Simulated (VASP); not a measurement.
# NaH in VASP: notebook, part 3 of 3

VASP 6.6.1.

### 5 Electric field gradients, PBE

INCAR reads:

```
ALGO = Normal ; EDIFF = 1E-8
ENCUT = 520 ; GGA = PE
ISIF = 2 ; ISMEAR = -1
LASPH = T ; LCHARG = F
LEFG = T ; LREAL = F
LWAVE = F ; NBANDS = 11
NELM = 80 ; PREC = Accurate
SIGMA = 0.02
```

KPOINTS reads:

```
k-points
0
Gamma
  13 13 13
```

POSCAR reads:

```
NaH
1.0
    0.0000000000      2.4400000000      2.4400000000
    2.4400000000      0.0000000000      2.4400000000
    2.4400000000      2.4400000000      0.0000000000
Na H
1 1
Direct
    0.0000000000      0.0000000000      0.0000000000
    0.5000000000      0.5000000000      0.5000000000
```

Potentials or basis: VASP PAW PBE potentials, release 64 (Na_pv, H).

Command:

```
cat potpaw_PBE.64/Na_pv/POTCAR potpaw_PBE.64/H/POTCAR > POTCAR
mpirun -np 1 vasp_std > vasp.out
```

OUTCAR:

```text
EDIFF = 1E-8
   ENCUT = 520
   GGA = PE
   ISIF = 2
   ISMEAR = -1
   LASPH = T
   LREAL = F
   NELM = 80
   PREC = Accurate

 ion  position               nearest neighbor table
   1  0.000  0.000  0.000-
   2  0.500  0.500  0.500-

  LATTYP: Found a face centered cubic cell.
 ALAT       =     4.8800000000

  Lattice vectors:

 A1 = (   0.0000000000,   2.4400000000,   2.4400000000)
 A2 = (   2.4400000000,   0.0000000000,   2.4400000000)
 A3 = (   2.4400000000,   2.4400000000,   0.0000000000)

Analysis of symmetry for initial positions (statically):
=====================================================================
 Subroutine PRICEL returns:
 Original cell was already a primitive cell.

 Routine SETGRP: Setting up the symmetry group for a
 face centered cubic supercell.

 Subroutine GETGRP returns: Found 48 space group operations
 (whereof 48 operations were pure point group operations)
 out of a pool of 48 trial point group operations.

The static configuration has the point symmetry O_h .

Analysis of symmetry for dynamics (positions and initial velocities):
=====================================================================
 Subroutine PRICEL returns:
 Original cell was already a primitive cell.

 Routine SETGRP: Setting up the symmetry group for a
 face centered cubic supercell.

 Subroutine GETGRP returns: Found 48 space group operations
 (whereof 48 operations were pure point group operations)
 out of a pool of 48 trial point group operations.

The dynamic configuration has the point symmetry O_h .

 Subroutine INISYM returns: Found 48 space group operations
 (whereof 48 operations are pure point group operations),
 and found     1 'primitive' translations

----------------------------------------------------------------------------------------

                                     Primitive cell

  volume of cell :      29.0536

  direct lattice vectors                    reciprocal lattice vectors
     0.000000000  2.440000000  2.440000000    -0.204918033  0.204918033  0.204918033
     2.440000000  0.000000000  2.440000000     0.204918033 -0.204918033  0.204918033
     2.440000000  2.440000000  0.000000000     0.204918033  0.204918033 -0.204918033

  length of vectors
     3.450681092  3.450681092  3.450681092     0.354928444  0.354928444  0.354928444

  position of ions in fractional coordinates (direct lattice)
     0.000000000  0.000000000  0.000000000
     0.500000000  0.500000000  0.500000000

  ion indices of the primitive-cell ions
   primitive index   ion index
                 1           1
                 2           2

----------------------------------------------------------------------------------------

 KPOINTS: k-points

Automatic generation of k-mesh.
 Grid dimensions read from file:
 generate k-points for:   13   13   13

 Generating k-lattice:

[... 69 lines left out ...]
   POTIM  = 0.5000    time-step for ionic-motion
   TEBEG  =    0.0;   TEEND  =   0.0 temperature during run
   PSTRESS=    0.0 pullay stress
   NELECT =       8.0000    total number of electrons
   NUPDOWN=      -1.0000    fix difference up-down
   EMIN   =  10.00;   EMAX   =-10.00  energy-range for DOS
   EFERMI =   0.00;   METHOD = LEGACY
   ISMEAR =    -1;   SIGMA  =   0.02  broadening in eV -4-tet -1-fermi 0-gaus
   EFERMI_NEDOS =   21; number of points for ismear=-14 and -15
   IALGO  =     38    algorithm
   IMIX   =      4    mixing-type and parameters
     AMIX     =   0.40;   BMIX     =  1.00
     AMIX_MAG =   1.60;   BMIX_MAG =  1.00
  volume/ion in A,a.u.               =      14.53        98.03
  Fermi-wavevector in a.u.,A,eV,Ry     =   1.065054  2.012660 15.433636  1.134340
  Thomas-Fermi vector in A             =   2.200593
   LORBIT       =      0    0 simple, 1 ext, 2 COOP (PROOUT), +10 PAW based schemes
   GGA     = PE    functional components
   LHFCALC =     F    Hartree Fock is set to
   AEXX    =    0.0000 exact exchange contribution
   IVDW    =     0    specifies the selected vdW correction
   LEPSILON=     F    determine dielectric tensor
   LRPA    =     F    only Hartree local field effects (RPA)
 non-spin polarized calculation
  energy-cutoff  :      520.00
  volume of cell :       29.05
 maximum number of plane-waves:       801
 NGX is ok and might be reduce to    28
   NGX = 13   NGY = 13   NGZ = 13

 number of electron       8.0000008 magnetization

 Free energy of the ion-electron system (eV)
  ---------------------------------------------------
  ext. energy  EPLUGINS =         0.00000000
  ---------------------------------------------------
  free energy    TOTEN  =        -5.08604650 eV

  energy without entropy =       -5.08604650  energy(sigma->0) =       -5.08604650

 E-fermi :  -0.7067     XC(G=0):  -7.6722

 val. band max:       -1.2423373493   @ k =  -0.3077   0.4615   0.1538
 cond. band min:       2.6199563504   @ k =  -0.4615   0.0769   0.0000
 fundamental gap:      3.8622936996
 Fermi energy:        -0.7066603779

 k-point     1 :       0.0000    0.0000    0.0000
  band No.  band energies     occupation
      1     -23.3597      2.00000
      2     -23.3596      2.00000
      3     -23.3596      2.00000
      4      -4.7405      2.00000
      5       8.9585      0.00000
      6      14.1803      0.00000
      7      14.1803      0.00000
      8      14.1803      0.00000
      9      14.9678      0.00000
     10      14.9678      0.00000
     11      14.9678      0.00000
[... 309 lines left out ...]
 k-point    24 :       0.4615    0.1538    0.0000
  band No.  band energies     occupation
      1     -23.4326      2.00000
      2     -23.3787      2.00000
      3     -23.3742      2.00000
      4      -2.1845      2.00000
      5       3.4270      0.00000
      6       7.7374      0.00000
      7      10.8695      0.00000
      8      12.2070      0.00000
      9      15.0906      0.00000
     10      16.9649      0.00000
     11      18.5101      0.00000

 [... further k-points ...]
[... 5 lines left out ...]
  --------------------------------------------------------------------------------------
  -------------------------------------------------------------------------------------
  Total       -0.1248236     -0.1248236     -0.1248236      0.0000000      0.0000000      0.0000000
  in kB       -6.8834765     -6.8834765     -6.8834765      0.0000000      0.0000000      0.0000000
  external PRESSURE =      -6.8834765 kB  Pullay stress =       0.0000000 kB

 VOLUME and BASIS-vectors are now :
 -----------------------------------------------------------------------------
  energy-cutoff  :      520.00
  volume of cell :       29.05
      direct lattice vectors                 reciprocal lattice vectors
     0.000000000  2.440000000  2.440000000    -0.204918033  0.204918033  0.204918033
     2.440000000  0.000000000  2.440000000     0.204918033 -0.204918033  0.204918033
     2.440000000  2.440000000  0.000000000     0.204918033  0.204918033 -0.204918033

 POSITION                                       TOTAL-FORCE (eV/Angst)
 -----------------------------------------------------------------------------------
      0.00000      0.00000      0.00000        -0.000000      0.000000     -0.000000
      2.44000      2.44000      2.44000         0.000000     -0.000000      0.000000
 -----------------------------------------------------------------------------------
    total drift:                               -0.000000     -0.000000     -0.000000

  FREE ENERGIE OF THE ION-ELECTRON SYSTEM (eV)
  ---------------------------------------------------
  free  energy   TOTEN  =        -5.0860465021 eV

  energy  without entropy=       -5.0860465021  energy(sigma->0) =       -5.08604650

 Electric field gradients (V/A^2)
---------------------------------------------------------------------
 ion       V_xx      V_yy      V_zz      V_xy      V_xz      V_yz
---------------------------------------------------------------------
   1       0.000     0.000     0.000     0.001     0.001     0.001
   2       0.000    -0.000    -0.000     0.001     0.001     0.001
---------------------------------------------------------------------

 Electric field gradients after diagonalization (V/A^2)
 (convention: |V_zz| > |V_xx| > |V_yy|)
----------------------------------------------------------------------
 ion       V_xx      V_yy      V_zz     asymmetry (V_yy - V_xx)/ V_zz
----------------------------------------------------------------------
   1      -0.001    -0.001     0.003       0.000
   2      -0.001    -0.001     0.002       0.000
----------------------------------------------------------------------

           NMR quadrupolar parameters

 Cq : quadrupolar parameter    Cq=e*Q*V_zz/h
 eta: asymmetry parameters     (V_yy - V_xx)/ V_zz
 Q  : nuclear electric quadrupole moment in mb (millibarn)
----------------------------------------------------------------------
 ion       Cq(MHz)       eta       Q (mb)
----------------------------------------------------------------------
   1       0.000       0.000       1.000
   2       0.000       0.000       1.000
----------------------------------------------------------------------
```

stdout:

```text
POSCAR found type information on POSCAR NaH
 POSCAR found :  2 types and       2 ions
 scaLAPACK will be used
 LDA part: xc-table for (Slater+PW92), standard interpolation
 POSCAR, INCAR and KPOINTS ok, starting setup
 FFT: planning ... GRIDC
 FFT: planning ... GRID_SOFT
 FFT: planning ... GRID
 WAVECAR not read
 entering main loop
ion   1

ion   2
```

Wall time 19 s (1 thread of Intel Xeon 6975P-C (Granite Rapids), shared host); peak memory 0.16 GiB.

Results:

| Quantity | Value |
| --- | --- |
| Free energy | -5.0860 eV |
| Pressure | -0.7 GPa |
| Band gap on the k mesh | 3.86 eV, indirect (least direct gap 4.62 eV) |

Caveat: without QUAD_EFG the Cq values of the log hold for a quadrupole moment of 1 mb, not for the nuclei.

### 6 Summary

```tsv
cell	k mesh	gap on the mesh (eV)	pressure (GPa)
a = 3.451 Å, angles 60.0°, 2 atoms	3 × 3 × 3	5.76	-0.8
a = 3.451 Å, angles 60.0°, 2 atoms	7 × 7 × 7	4.18	-0.7
a = 3.469, b = 3.469, c = 3.417 Å, angles 60.5, 60.5, 59.0°, 2 atoms	9 × 9 × 9	3.97	-0.7
a = 3.451 Å, angles 60.0°, 2 atoms	13 × 13 × 13	3.86	-0.7
```

Alike in all rows: task electric field gradients; level PBE; potentials or basis VASP PAW PBE potentials, release 64 (Na_pv, H); no spin polarisation; cutoff (eV) 520; smearing fermi-dirac 0.02 eV.

Caveats: some runs use coarse meshes.

Absolute energies hang on the potentials; compare differences alone.
